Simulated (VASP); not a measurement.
Runs of VASP 6.6.1 on H. The typed cell holds 4 atoms: a = 3.649 Å, b = 3.578 Å, c = 4.112 Å, α = 89.27°, β = 89.46°, γ = 88.60°. 

| k mesh | gap on the mesh (eV) | pressure (GPa) | largest force (eV/Å) |
| --- | --- | --- | --- |
| 4 × 4 × 4 | 9.02 | 2.7 | 4.59 |
| 4 × 4 × 2 | 9.02 | 2.7 | 4.59 |
| 6 × 6 × 6 | 9.02 | 2.7 | 4.59 |
| 2 × 2 × 2 | 9.02 | 2.8 | (a) |
| 1 × 1 × 1 | 11.72 | -1.2 | (b) |

Alike in all rows: task single point; level PBEsol; potentials or basis VASP PAW PBE potentials, release 64 (H); no spin polarisation; cell as given; cutoff (eV) 520; smearing gaussian 0.02 eV.

Problem. Fill in the values left out.

Solution. (a) 4.57; (b) 5.11.

Caveats: some runs use coarse meshes; the PAW data sets were made with another functional, which shifts forces and pressure a little.

A k mesh can miss the band edges.
